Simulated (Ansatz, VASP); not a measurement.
# GaN in VASP and in Ansatz

File POSCAR:

```
GaN
1.0
    2.9137075290      0.0000000000      0.0000000000
   -1.4568537645      2.5233447393      0.0000000000
    0.0000000000      0.0000000000      6.1534211046
Ga N
2 2
Direct
    0.3333333333      0.6666666667      0.0000000000
    0.6666666667      0.3333333333      0.5000000000
    0.3333333333      0.6666666667      0.3750000000
    0.6666666667      0.3333333333      0.8750000000
```

File INCAR.step1:

```
SYSTEM = GaN
  PREC = Accurate
  ENCUT = 520
  ISMEAR = 0
  SIGMA = 0.05
  LREAL = .FALSE.
  LASPH = .TRUE.
  NELM = 100
  NBANDS = 26
  GGA = PE
  ALGO = Normal
  EDIFF = 1E-4
  LWAVE = .TRUE.
  LCHARG = .FALSE.
```

The input INCAR.step2:

```
SYSTEM = GaN
  PREC = Accurate
  ENCUT = 520
  EDIFF = 1E-6
  ISMEAR = 0
  SIGMA = 0.05
  LREAL = .FALSE.
  LASPH = .TRUE.
  NELM = 100
  ALGO = Normal
  ISIF = 2
  LWAVE = .FALSE.
  LCHARG = .FALSE.
  METAGGA = R2SCAN
  LMIXTAU = .TRUE.
  NBANDS = 26
  ISTART = 1
```

File KPOINTS:

```
Automatic mesh
0
G
  12 12 6
  0 0 0
```

Input for Ansatz:

```yaml
crystal:
  lattice:
    - [2.913707529, 0.0, 0.0]
    - [-1.4568537645, 2.5233447393, 0.0]
    - [0.0, 0.0, 6.1534211046]
  atoms:
    - { symbol: Ga, position: [0.3333333333, 0.6666666667, 0.0] }
    - { symbol: Ga, position: [0.6666666667, 0.3333333333, 0.5] }
    - { symbol: "N", position: [0.3333333333, 0.6666666667, 0.375] }
    - { symbol: "N", position: [0.6666666667, 0.3333333333, 0.875] }
basis:
  ecutwfc: 500
kpoints:
  mp_grid: { grid: [12, 12, 6] }
hamiltonian:
  xc: r2scan
scf:
  occupations: { method: gaussian, width: 0.05 }
output:
  forces: true
  stress: true
  eigenvalues: true
```

Alike in both runs: task single point; functional r2SCAN; k mesh 12 × 12 × 6; occupations gaussian, width 0.05 eV; no spin polarisation.

|  | VASP | Ansatz |
| --- | --- | --- |
| version | VASP 6.6.1 | Ansatz 0.2.0 |
| potentials or method | VASP PAW PBE potentials, release 64 (Ga_d, N), cutoff 520 eV | scalar-relativistic, plane waves, PAW |
| valence electrons in the cell | 36 | 36 |

Ansatz gave:

- gap on the k mesh at the Fermi level (eV): none
- pressure (GPa): 17.3
- traceless stress, the component that is largest in VASP (GPa): -55.82
- rms of the force components (eV/Å): 0.282

**Question.** Estimate VASP's values.

**Answer.** gap on the k mesh at the Fermi level (eV): none; pressure (GPa): 18.4; traceless stress, the component that is largest in VASP (GPa): -56.62; rms of the force components (eV/Å): 0.345.

VASP's potentials were made for PBE, not for r2SCAN. Atom by atom the forces differ by 0.063 eV/Å (rms over components). A gap of «none» marks a metal or a gap that the smearing closes.
